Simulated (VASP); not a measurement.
Crystal: BP2.

```xyz
3
Lattice="0.0000 2.7161 2.7161 2.7161 0.0000 2.7161 2.7161 2.7161 0.0000" Properties=species:S:1:pos:R:3 pbc="T T T"
B     0.0000    0.0000    0.0000
P     1.3581    1.3581    1.3581
P     4.0742    4.0742    4.0742
```

- Program: VASP 6.6.1
- Task: relaxation of cell and atoms
- Functional: PBE
- Potentials or basis: VASP PAW PBE potentials, release 64 (B, P)
- Cutoff: 600 eV
- k mesh: 6 × 6 × 6
- Occupations: gaussian, width 0.1 eV
- Spin: no spin polarisation

At the start: pressure -6.9 GPa; volume 13.36 Å³/atom.

Question: Where does the relaxation end?

Answer: Over 3 steps the energy falls by 22.6 meV/atom and the volume is 12.39 Å³/atom (-7.2 %); space group Fm-3m (No. 225, to 0.05 Å).

The path:
| step | energy change (eV) | largest force (eV/Å) | pressure (GPa) | volume (Å³) |
| --- | --- | --- | --- | --- |
| 1 | 0.0000 | 0.0000 | -6.91 | 40.07 |
| 2 | -0.0665 | 0.0000 | 1.15 | 36.82 |
| 3 | -0.0678 | 0.0000 | 0.03 | 37.18 |

Final structure:
```cif
data_structure
_symmetry_space_group_name_H-M 'P 1'
_symmetry_Int_Tables_number 1
_cell_length_a 3.7465
_cell_length_b 3.7465
_cell_length_c 3.7465
_cell_angle_alpha 60.000
_cell_angle_beta 60.000
_cell_angle_gamma 60.000
_cell_volume 37.18
loop_
_atom_site_label
_atom_site_type_symbol
_atom_site_fract_x
_atom_site_fract_y
_atom_site_fract_z
_atom_site_occupancy
B1 B 0.00000 0.00000 0.00000 1
P1 P 0.25000 0.25000 0.25000 1
P2 P 0.75000 0.75000 0.75000 1
```
